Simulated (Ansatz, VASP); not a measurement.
## One calculation of InSb, two programs

```
CELL_PARAMETERS angstrom
-2.90885 2.90885 1.55305
2.90885 -2.90885 1.55305
2.90885 2.90885 -1.55305
ATOMIC_POSITIONS crystal
In 0.25000 0.75000 0.50000
Sb 0.00000 0.00000 0.00000
```

Alike in both runs: task single point; functional PBE; k mesh 16 × 16 × 16; occupations gaussian, width 0.15 eV; no spin polarisation.

```csv
,VASP,Ansatz
version,VASP 6.6.1,Ansatz 0.2.0
potentials or method,"VASP PAW PBE potentials, release 64 (In_d, Sb), cutoff 520 eV","scalar-relativistic, plane waves, PAW"
valence electrons in the cell,18,28
```

|  | VASP | Ansatz | Ansatz less VASP |
| --- | --- | --- | --- |
| gap on the k mesh at the Fermi level (eV) | none | none | - |
| pressure (GPa) | 4.2 | 4.2 | +0.03 |
| traceless stress, the component that is largest in VASP (GPa) | 0.71 | 0.71 | -0.003 |

A gap of «none» marks a metal or a gap that the smearing closes. The functional is the same, so the differences come from potentials, cutoffs and numerics. VASP's potentials hold 18 valence electrons a cell and Ansatz's 28, so a difference there can come from the potentials and not from the codes.

Spin-orbit coupling is off throughout.
